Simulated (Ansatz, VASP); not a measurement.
**In2Sb in VASP and in Ansatz**

Contents of INCAR:

```
  PREC = Accurate
  ENCUT = 520
  EDIFF = 1E-6
  ISMEAR = 0
  SIGMA = 0.15
  LREAL = False
  LASPH = True
  NELM = 100
  ALGO = Fast
  ISIF = 2
  LWAVE = False
  LCHARG = False
  GGA = PS
  NBANDS = 40
```

The input KPOINTS:

```
Automatic mesh
0
Gamma
  12 12 8
```

File POSCAR:

```
In2Sb
1.0
    5.3333334163      0.0000000000      0.0000000000
   -2.6666667081      4.6188022253      0.0000000000
    0.0000000000      0.0000000000      6.3928489772
In Sb
4 2
Direct
    0.6666666667      0.3333333333      0.2500000000
    0.3333333333      0.6666666667      0.7500000000
    0.0000000000      0.0000000000      0.5000000000
    0.0000000000      0.0000000000      0.0000000000
    0.6666666667      0.3333333333      0.7500000000
    0.3333333333      0.6666666667      0.2500000000
```

Input for Ansatz:

```yaml
crystal:
  lattice:
    - [5.3333334163, 0.0, 0.0]
    - [-2.6666667081, 4.6188022253, 0.0]
    - [0.0, 0.0, 6.3928489772]
  atoms:
    - { symbol: In, position: [0.6666666667, 0.3333333333, 0.25] }
    - { symbol: In, position: [0.3333333333, 0.6666666667, 0.75] }
    - { symbol: In, position: [0.0, 0.0, 0.5] }
    - { symbol: In, position: [0.0, 0.0, 0.0] }
    - { symbol: Sb, position: [0.6666666667, 0.3333333333, 0.75] }
    - { symbol: Sb, position: [0.3333333333, 0.6666666667, 0.25] }
basis:
  ecutwfc: 420
kpoints:
  mp_grid: { grid: [12, 12, 8] }
hamiltonian:
  xc: pbesol
scf:
  occupations: { method: gaussian, width: 0.15 }
output:
  forces: true
  stress: true
  eigenvalues: true
```

Alike in both runs: task single point; functional PBEsol; k mesh 12 × 12 × 8; occupations gaussian, width 0.15 eV; no spin polarisation.

|  | VASP | Ansatz |
| --- | --- | --- |
| version | VASP 6.6.1 | Ansatz 0.2.0 |
| potentials or method | VASP PAW PBE potentials, release 64 (In_d, Sb), cutoff 520 eV | scalar-relativistic, plane waves, PAW |
| valence electrons in the cell | 62 | 82 |

```tsv
	VASP	Ansatz	Ansatz less VASP
gap on the k mesh at the Fermi level (eV)	none	none	-
pressure (GPa)	0.1	0.0	-0.05
traceless stress, the component that is largest in VASP (GPa)	-0.25	-0.24	+0.003
```

VASP's potentials were made for PBE, not for PBEsol. A gap of «none» marks a metal or a gap that the smearing closes. VASP's potentials hold 62 valence electrons a cell and Ansatz's 82, so a difference there can come from the potentials and not from the codes.

Spin-orbit coupling is off throughout.
